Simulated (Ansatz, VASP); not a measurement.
**Two plane-wave programs on NaF**

File INCAR:

```
SYSTEM = NaF
PREC     = Accurate       ! precision mode
ENCUT    = 520            ! plane-wave cutoff, eV
EDIFF    = 1E-6           ! SCF threshold, eV
ISMEAR   = 0              ! smearing method
SIGMA    = 0.02           ! smearing width, eV
LREAL    = .FALSE.        ! projectors in reciprocal space
LASPH    = .TRUE.         ! aspherical terms in the spheres
NELM     = 60             ! most SCF steps
ALGO     = Normal         ! electronic algorithm
ISIF     = 2              ! what is computed and relaxed
LWAVE    = .FALSE.        ! write WAVECAR
LCHARG   = .FALSE.        ! write CHGCAR
GGA      = PE             ! functional
NBANDS   = 14             ! bands
```

The input KPOINTS:

```
regular mesh
0
G
  8 8 8
  0 0 0
```

File POSCAR:

```
NaF
1.0
    0.0000000000      2.3958289208      2.3958289208
    2.3958289208      0.0000000000      2.3958289208
    2.3958289208      2.3958289208      0.0000000000
Na F
1 1
Direct
    0.0000000000      0.0000000000      0.0000000000
    0.5000000000      0.5000000000      0.5000000000
```

Input for Ansatz:

```yaml
crystal:
  lattice:
    - [0.0, 2.3958289208, 2.3958289208]
    - [2.3958289208, 0.0, 2.3958289208]
    - [2.3958289208, 2.3958289208, 0.0]
  atoms:
    - { symbol: Na, position: [0.0, 0.0, 0.0] }
    - { symbol: F, position: [0.5, 0.5, 0.5] }
basis:
  ecutwfc: 420
kpoints:
  mp_grid: { grid: [8, 8, 8] }
hamiltonian:
  xc: pbe
scf:
  occupations: { method: gaussian, width: 0.02 }
output:
  forces: true
  stress: true
  eigenvalues: true
```

Alike in both runs: task single point; functional PBE; k mesh 8 × 8 × 8; occupations gaussian, width 0.02 eV; no spin polarisation.

```csv
,VASP,Ansatz
version,VASP 6.6.1,Ansatz 0.2.0
potentials or method,"VASP PAW PBE potentials, release 64 (Na_pv, F), cutoff 520 eV","scalar-relativistic, plane waves, PAW"
valence electrons in the cell,14,16
```

Ansatz gave:

- gap on the k mesh at the Fermi level (eV): 5.80
- least direct gap on the mesh (eV): 5.80
- pressure (GPa): -2.3

Question: Estimate VASP's values.

Answer: gap on the k mesh at the Fermi level (eV): 5.79; least direct gap on the mesh (eV): 5.79; pressure (GPa): -2.4.

The functional is the same, so the differences come from potentials, cutoffs and numerics. VASP's potentials hold 14 valence electrons a cell and Ansatz's 16, so a difference there can come from the potentials and not from the codes.
